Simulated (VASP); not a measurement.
**MgS: single point with PBE**

Wire: MgS, a wire with vacuum.

```xyz
8
Lattice="11.1000 0.0000 0.0000 0.0000 13.0000 0.0000 0.0000 0.0000 4.7856" Properties=species:S:1:pos:R:3 pbc="T T T"
Mg    3.9931    6.5000    0.7984
Mg    7.1069    6.5000    0.7968
Mg    5.5500    8.0555    3.1904
Mg    5.5500    4.9445    3.1904
S     3.5408    6.5000    3.1909
S     7.5592    6.5000    3.1899
S     5.5500    4.4894    0.7976
S     5.5500    8.5106    0.7976
```

```yaml
Program: VASP 6.6.1
Task: single point
Functional: PBE
Potentials_or_basis: VASP PAW PBE potentials, release 64 (Mg, S)
Cutoff: 520 eV
k_mesh: 1 × 1 × 4
Occupations: gaussian, width 0.05 eV
Spin: non-collinear spin, zero start, spin-orbit coupling
Starting_moments: "[[0.0, 0.0, 0.0], [0.0, 0.0, 0.0], [0.0, 0.0, 0.0], [0.0, 0.0, 0.0], [0.0, 0.0, 0.0], [0.0, 0.0, 0.0], [0.0, 0.0, 0.0], [0.0, 0.0, 0.0]] μB"
```

```
Largest force                                         : 0.033 eV/Å
Net moment                                            : 0.00 μB per cell
Valence electrons inside the program's atomic spheres : Mg 0.34; S 3.78
```

Forces on the atoms (eV/Å):
```
Mg   0.032  0.000 -0.004
Mg  -0.032  0.000  0.004
Mg   0.000 -0.021  0.000
Mg   0.000  0.021  0.000
S   -0.004  0.000  0.001
S    0.004  0.000 -0.001
S    0.000  0.007  0.000
S    0.000 -0.007  0.000
```

Moments on the atoms (μB; x, y, z):
```
Mg  0.00 0.00 0.00
Mg  0.00 0.00 0.00
Mg  0.00 0.00 0.00
Mg  0.00 0.00 0.00
S   0.00 0.00 0.00
S   0.00 0.00 0.00
S   0.00 0.00 0.00
S   0.00 0.00 0.00
```

Run time: 21 min on 1 thread of Oxide Virtual Turin-like Processor (shared host), peak memory 1.6 GiB.
